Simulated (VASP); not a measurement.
A run of VASP 6.6.1:

The input INCAR:

```
PREC     = Accurate       # precision mode
ENCUT    = 450            # plane-wave cutoff, eV
EDIFF    = 1E-7           # SCF threshold, eV
ISMEAR   = 0              # smearing method
SIGMA    = 0.1            # smearing width, eV
LREAL    = F              # projectors in reciprocal space
LASPH    = T              # aspherical terms in the spheres
NELM     = 120            # most SCF steps
ALGO     = Normal         # electronic algorithm
ISIF     = 2              # what is computed and relaxed
LWAVE    = F              # write WAVECAR
LCHARG   = F              # write CHGCAR
LDIPOL   = T            
IDIPOL   = 3            
DIPOL    = 0.5 0.5 0.357
GGA      = PE             # functional
IBRION   = 2              # ionic algorithm
NSW      = 36             # ionic steps
EDIFFG   = -0.025         # ionic threshold
GGA_COMPAT= F            
NELMIN   = 4            
NELMDL   = -8
```

Contents of KPOINTS:

```
Automatic mesh
0
Gamma
  9 9 1
```

Contents of POSCAR:

```
Hf3H
1.0
    3.0697355021      0.0000000000      0.0000000000
   -1.0232451674      2.8941743867      0.0000000000
    0.0000000000      0.0000000000     20.2814081478
Hf H
3 1
Selective dynamics
Direct
    0.5000000000      0.5000000000      0.1972249644  F F F
    0.0000000000      0.0000000000      0.3153436029  F F F
    0.5000000000      0.5000000000      0.4329782273  F F F
    0.8333333333      1.1666666667      0.4820041535  F F T
```

Potentials or basis: VASP PAW PBE potentials, release 64 (Hf_pv, H).

Command:

```console
$ cat potpaw_PBE.64/Hf_pv/POTCAR potpaw_PBE.64/H/POTCAR > POTCAR
$ mpirun -np 1 vasp_std > vasp.out
```

Hardware: 1 thread of AMD EPYC 7R13 Processor (Zen 3), on a shared host.

**Question.** Estimate the wall time of this run.

**Answer.** It took 8.8 min on 1 thread of AMD EPYC 7R13 Processor (Zen 3), on a shared host, peak memory 0.28 GiB. Counts: scf iterations 132, k points 25, ion steps 5.
